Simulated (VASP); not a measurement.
CoSi, 8 atoms in the cell. It takes space group P2_13 (No. 198, cubic). The conventional cell has a = 4.388 Å, b = 4.388 Å, c = 4.388 Å, α = 90.00°, β = 90.00°, γ = 90.00°. Within 3.0 Å of Co (site symmetry 3) lie 7 Si at 2.30 to 2.41 Å and 6 Co at 2.70 Å. Within 3.0 Å of Si (site symmetry 3) lie 7 Co at 2.30 to 2.41 Å and 6 Si at 2.72 Å. 

- Program: VASP 6.6.1
- Task: single point
- Functional: PBEsol
- Potentials or basis: VASP PAW PBE potentials, release 64 (Co, Si)
- Cutoff: 520 eV
- k mesh: 8 × 8 × 8
- Occupations: fermi-dirac, width 0.15 eV
- Spin: no spin polarisation
- Dipole correction: no
- Further INCAR settings: ALGO = Normal; EDIFF = 1e-07; NBANDS = 36

Potentials or basis: VASP PAW PBE potentials, release 64 (Co, Si).

Run with:

```console
$ cat potpaw_PBE.64/Co/POTCAR potpaw_PBE.64/Si/POTCAR > POTCAR
$ mpirun -np 1 vasp_std > vasp.out
```

Hardware: 1 thread of Intel(R) Xeon(R) 6975P-C (Granite Rapids), with other jobs on the host.

Problem. Estimate the wall time of this run.

Solution. Wall time 59 s on 1 thread of Intel(R) Xeon(R) 6975P-C (Granite Rapids) (shared host), peak memory 0.26 GiB. Counts: scf iterations 15, k points 45.
